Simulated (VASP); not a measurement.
TiH5:

```
Ti H
1.0
     0.00000    3.02725    3.02725
     3.02725    0.00000    3.02725
     3.02725    3.02725    0.00000
Ti H
1 5
Direct
  0.25000 0.25000 0.25000
  0.37273 0.87576 0.87576
  0.87576 0.37273 0.87576
  0.87576 0.87576 0.37273
  0.87576 0.87576 0.87576
  0.50000 0.50000 0.50000
```

The cell was generated, and may not be a known phase.

```yaml
Program: VASP 6.6.1
Task: relaxation of cell and atoms
Functional: PBE
Potentials_or_basis: VASP PAW PBE potentials, release 64 (Ti_sv, H)
Cutoff: 600 eV
k_mesh: 6 × 6 × 6
Occupations: gaussian, width 0.1 eV
Spin: no spin polarisation
```

At the start: pressure -26.8 GPa; volume 9.25 Å³/atom.

**Question.** Where does the relaxation end?

**Answer.** Over 9 steps the energy falls by 626.7 meV/atom and the volume is 4.79 Å³/atom (-48.2 %); space group F-43m (No. 216, to 0.1 Å) before and after.

The path:
```csv
step,energy change (eV),largest force (eV/Å),pressure (GPa),volume (Å³)
1,0.0000,0.2330,-26.81,55.48
2,-1.9733,0.1883,-26.94,43.96
3,-1.1966,0.7802,116.76,19.14
4,-3.4508,0.0758,-16.86,33.84
5,-3.7329,0.1300,6.60,27.45
6,-3.7577,0.0679,-1.11,28.93
7,-3.7579,0.0844,0.85,28.51
8,-3.7597,0.0499,0.11,28.65
9,-3.7602,0.0230,-0.50,28.76
```

Final structure:
```xyz
6
Lattice="0.0000 2.4318 2.4318 2.4318 0.0000 2.4318 2.4318 2.4318 0.0000" Properties=species:S:1:pos:R:3 pbc="T T T"
Ti    1.2159    1.2159    1.2159
H     4.2649    3.0304    3.0304
H     3.0304    4.2649    3.0304
H     3.0304    3.0304    4.2649
H     4.2649    4.2649    4.2649
H     2.4318    2.4318    2.4318
```

Caveat: the volume moved by over 15 % at a fixed basis, so the end points are rough.
